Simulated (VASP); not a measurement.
# CaS (Fm-3m) in VASP: further runs

The runs below take CaS through single point, with PBE, r2SCAN.

Everything below comes from runs of VASP 6.6.1. Logs are shortened: lines on timing, memory, paths and dates and some standing lists are left out, and cuts for length are marked.

**1. The cell of the first run**

Symmetry: Fm-3m, No. 225, cubic system. Conventional cell: a = 5.696 Å, b = 5.696 Å, c = 5.696 Å, α = 90.00°, β = 90.00°, γ = 90.00°. Within 3.8 Å of Ca (site symmetry m-3m) lie 6 S at 2.85 Å. Within 3.8 Å of S (site symmetry m-3m) lie 6 Ca at 2.85 Å.

**2. Single point, PBE**

Input file INCAR:

```
ALGO = Normal
EDIFF = 1E-6
ENCUT = 500
GGA = PE
GGA_COMPAT = False
ISIF = 2
ISMEAR = 0
LASPH = True
LCHARG = False
LREAL = False
LWAVE = False
NBANDS = 15
NELM = 120
PREC = Accurate
SIGMA = 0.01
```

Input file KPOINTS:

```
k-points
0
Gamma
  8 8 8
```

Input file POSCAR:

```
CaS
1.0
    0.0000000000      2.8479335931      2.8479335931
    2.8479335931      0.0000000000      2.8479335931
    2.8479335931      2.8479335931      0.0000000000
Ca S
1 1
Direct
    0.0000000000      0.0000000000      0.0000000000
    0.5000000000      0.5000000000      0.5000000000
```

Potentials or basis: VASP PAW PBE potentials, release 64 (Ca_sv, S).

Launch:

```
cat potpaw_PBE.64/Ca_sv/POTCAR potpaw_PBE.64/S/POTCAR > POTCAR
mpirun -np 1 vasp_std > vasp.out
```

OUTCAR:

```text
EDIFF = 1E-6
   ENCUT = 500
   GGA = PE
   ISIF = 2
   ISMEAR = 0
   LASPH = True
   LREAL = False
   NELM = 120
   PREC = Accurate

 ion  position               nearest neighbor table
   1  0.000  0.000  0.000-   2 2.85   2 2.85   2 2.85   2 2.85   2 2.85   2 2.85
   2  0.500  0.500  0.500-   1 2.85   1 2.85   1 2.85   1 2.85   1 2.85   1 2.85

  LATTYP: Found a face centered cubic cell.
 ALAT       =     5.6958671862

  Lattice vectors:

 A1 = (   0.0000000000,   2.8479335931,   2.8479335931)
 A2 = (   2.8479335931,   0.0000000000,   2.8479335931)
 A3 = (   2.8479335931,   2.8479335931,   0.0000000000)

Analysis of symmetry for initial positions (statically):
=====================================================================
 Subroutine PRICEL returns:
 Original cell was already a primitive cell.

 Routine SETGRP: Setting up the symmetry group for a
 face centered cubic supercell.

 Subroutine GETGRP returns: Found 48 space group operations
 (whereof 48 operations were pure point group operations)
 out of a pool of 48 trial point group operations.

The static configuration has the point symmetry O_h .

Analysis of symmetry for dynamics (positions and initial velocities):
=====================================================================
 Subroutine PRICEL returns:
 Original cell was already a primitive cell.

 Routine SETGRP: Setting up the symmetry group for a
 face centered cubic supercell.

 Subroutine GETGRP returns: Found 48 space group operations
 (whereof 48 operations were pure point group operations)
 out of a pool of 48 trial point group operations.

The dynamic configuration has the point symmetry O_h .

 Subroutine INISYM returns: Found 48 space group operations
 (whereof 48 operations are pure point group operations),
 and found     1 'primitive' translations

----------------------------------------------------------------------------------------

                                     Primitive cell

  volume of cell :      46.1976

  direct lattice vectors                    reciprocal lattice vectors
     0.000000000  2.847933593  2.847933593    -0.175565891  0.175565891  0.175565891
     2.847933593  0.000000000  2.847933593     0.175565891 -0.175565891  0.175565891
     2.847933593  2.847933593  0.000000000     0.175565891  0.175565891 -0.175565891

  length of vectors
     4.027586312  4.027586312  4.027586312     0.304089044  0.304089044  0.304089044

  position of ions in fractional coordinates (direct lattice)
     0.000000000  0.000000000  0.000000000
     0.500000000  0.500000000  0.500000000

  ion indices of the primitive-cell ions
   primitive index   ion index
                 1           1
                 2           2

[... 86 lines left out ...]
   ISMEAR =     0;   SIGMA  =   0.01  broadening in eV -4-tet -1-fermi 0-gaus
   EFERMI_NEDOS =   21; number of points for ismear=-14 and -15
   IALGO  =     38    algorithm
   IMIX   =      4    mixing-type and parameters
     AMIX     =   0.40;   BMIX     =  1.00
     AMIX_MAG =   1.60;   BMIX_MAG =  1.00
  volume/ion in A,a.u.               =      23.10       155.88
  Fermi-wavevector in a.u.,A,eV,Ry     =   1.149675  2.172570 17.983526  1.321752
  Thomas-Fermi vector in A             =   2.286343
   LORBIT       =      0    0 simple, 1 ext, 2 COOP (PROOUT), +10 PAW based schemes
   GGA     = PE    functional components
   LHFCALC =     F    Hartree Fock is set to
   AEXX    =    0.0000 exact exchange contribution
   IVDW    =     0    specifies the selected vdW correction
   LEPSILON=     F    determine dielectric tensor
   LRPA    =     F    only Hartree local field effects (RPA)
 non-spin polarized calculation
 Gauss-broadening in eV      SIGMA  =   0.01
  energy-cutoff  :      500.00
  volume of cell :       46.20
 maximum number of plane-waves:      1211
 NGX is ok and might be reduce to    30
   NGX = 15   NGY = 15   NGZ = 15

 number of electron      16.0000004 magnetization

 Free energy of the ion-electron system (eV)
  ---------------------------------------------------
  ext. energy  EPLUGINS =         0.00000000
  ---------------------------------------------------
  free energy    TOTEN  =       -10.36379478 eV

  energy without entropy =      -10.36379478  energy(sigma->0) =      -10.36379478

 E-fermi :   2.8086     XC(G=0):  -9.3134

 val. band max:        2.7246362302   @ k =   0.0000   0.0000   0.0000
 cond. band min:       5.0829312617   @ k =   0.5000   0.5000   0.0000
 fundamental gap:      2.3582950315
 Fermi energy:         2.8086037403

 k-point     1 :       0.0000    0.0000    0.0000
  band No.  band energies     occupation
      1     -36.4743      2.00000
      2     -17.4542      2.00000
      3     -17.4542      2.00000
      4     -17.4542      2.00000
      5      -8.5997      2.00000
      6       2.7246      2.00000
      7       2.7246      2.00000
      8       2.7246      2.00000
      9       6.8693      0.00000
     10       6.8896      0.00000
     11       6.8896      0.00000
     12       6.8896      0.00000
     13       7.4830      0.00000
     14       7.4830      0.00000
[... 401 lines left out ...]
      2     -17.5898      2.00000
      3     -17.5036      2.00000
      4     -17.4803      2.00000
      5      -7.8249      2.00000
      6       0.0977      2.00000
      7       1.2306      2.00000
      8       1.5590      2.00000
      9       7.7067      0.00000
     10       8.0285      0.00000
     11       9.1634      0.00000
     12       9.4785      0.00000
     13       9.7615      0.00000
     14      10.7278      0.00000
     15      12.0185      0.00000

 [... further k-points ...]

------------------------ aborting loop because EDIFF is reached ----------------------------------------

  FORCE on cell =-STRESS in cart. coord.  units (eV):
  Direction    XX          YY          ZZ          XY          YZ          ZX
  --------------------------------------------------------------------------------------
  -------------------------------------------------------------------------------------
  Total        0.1832489      0.1832489      0.1832489     -0.0000000      0.0000000      0.0000000
  in kB        6.3552450      6.3552450      6.3552450     -0.0000000      0.0000000      0.0000000
  external PRESSURE =       6.3552450 kB  Pullay stress =       0.0000000 kB

 VOLUME and BASIS-vectors are now :
 -----------------------------------------------------------------------------
  energy-cutoff  :      500.00
  volume of cell :       46.20
      direct lattice vectors                 reciprocal lattice vectors
     0.000000000  2.847933593  2.847933593    -0.175565891  0.175565891  0.175565891
     2.847933593  0.000000000  2.847933593     0.175565891 -0.175565891  0.175565891
     2.847933593  2.847933593  0.000000000     0.175565891  0.175565891 -0.175565891

 POSITION                                       TOTAL-FORCE (eV/Angst)
 -----------------------------------------------------------------------------------
      0.00000      0.00000      0.00000         0.000000     -0.000000      0.000000
      2.84793      2.84793      2.84793        -0.000000      0.000000     -0.000000
 -----------------------------------------------------------------------------------
    total drift:                               -0.000000      0.000000      0.000000

  FREE ENERGIE OF THE ION-ELECTRON SYSTEM (eV)
  ---------------------------------------------------
  free  energy   TOTEN  =       -10.3637947836 eV

  energy  without entropy=      -10.3637947836  energy(sigma->0) =      -10.36379478
```

stdout:

```text
POSCAR found type information on POSCAR CaS
 POSCAR found :  2 types and       2 ions
 scaLAPACK will be used
 LDA part: xc-table for (Slater+PW92), standard interpolation
 POSCAR, INCAR and KPOINTS ok, starting setup
 FFT: planning ... GRIDC
 FFT: planning ... GRID_SOFT
 FFT: planning ... GRID
 WAVECAR not read
 entering main loop
```

Wall time 37 s (1 thread of Oxide Virtual Turin-like, shared host); peak memory 0.14 GiB.

What came out:

| Property | Result |
| --- | --- |
| Free energy | -10.3638 eV |
| Pressure | 0.6 GPa |
| Band gap on the k mesh | 2.36 eV (least direct gap 3.16 eV) |

Levels at points of the mesh, in eV from the valence-band top:
```csv
k point,band 6,band 7,band 8,band 9,band 10,band 11
"(0.00, 0.00, 0.00)",0.00,0.00,0.00,4.14,4.16,4.16
"(0.50, 0.00, 0.00)",-3.09,-1.16,-1.16,5.22,6.06,6.20
"(0.50, 0.50, 0.00)",-2.27,-0.81,-0.81,2.36,5.60,6.02
```

A k mesh can miss the band edges.

**3. Single point, r2SCAN**

POSCAR is that of step 2.

Input file INCAR.step1:

```
SYSTEM = CaS
ALGO = Normal
EDIFF = 1E-5
ENCUT = 550
GGA = PE
GGA_COMPAT = .False.
ISMEAR = 0
LASPH = .True.
LCHARG = .False.
LREAL = .False.
LWAVE = .True.
NBANDS = 15
NELM = 120
PREC = Accurate
SIGMA = 0.01
```

Input file INCAR.step2:

```
SYSTEM = CaS
ALGO = Normal
EDIFF = 1E-6
ENCUT = 550
GGA_COMPAT = .False.
ISIF = 2
ISMEAR = 0
ISTART = 1
LASPH = .True.
LCHARG = .False.
LMIXTAU = .True.
LREAL = .False.
LWAVE = .False.
METAGGA = R2SCAN
NBANDS = 15
NELM = 120
PREC = Accurate
SIGMA = 0.01
```

Input file KPOINTS:

```
k-points
0
Gamma
  6 6 6
  0 0 0
```

Potentials or basis: VASP PAW PBE potentials, release 64 (Ca_sv, S).

Launch:

```
cat potpaw_PBE.64/Ca_sv/POTCAR potpaw_PBE.64/S/POTCAR > POTCAR
cp INCAR.step1 INCAR
mpirun -np 1 vasp_std > vasp.out
cp INCAR.step2 INCAR
mpirun -np 1 vasp_std > vasp.out
```

It took 1.8 min on 1 thread of Oxide Virtual Turin-like, shared host; peak memory 0.16 GiB.

The run converged. Its results:

* Free energy: -19.9418 eV
* Pressure: 0.3 GPa
* Band gap on the k mesh: 2.80 eV (least direct gap 3.63 eV)

Levels at points of the mesh, in eV from the valence-band top:
```
           k point  band 5  band 6  band 7  band 8  band 9  band 10  band 11  band 12
(0.00, 0.00, 0.00)  -11.79    0.00    0.00    0.00    4.67     4.67     4.67     4.92
(0.50, 0.00, 0.00)  -10.96   -3.10   -1.16   -1.16    5.79     6.68     6.82     6.82
(0.50, 0.50, 0.00)  -11.15   -2.31   -0.83   -0.83    2.80     6.18     6.77     7.41
```

Caveat: the PAW data sets were made with another functional, which shifts forces and pressure a little.
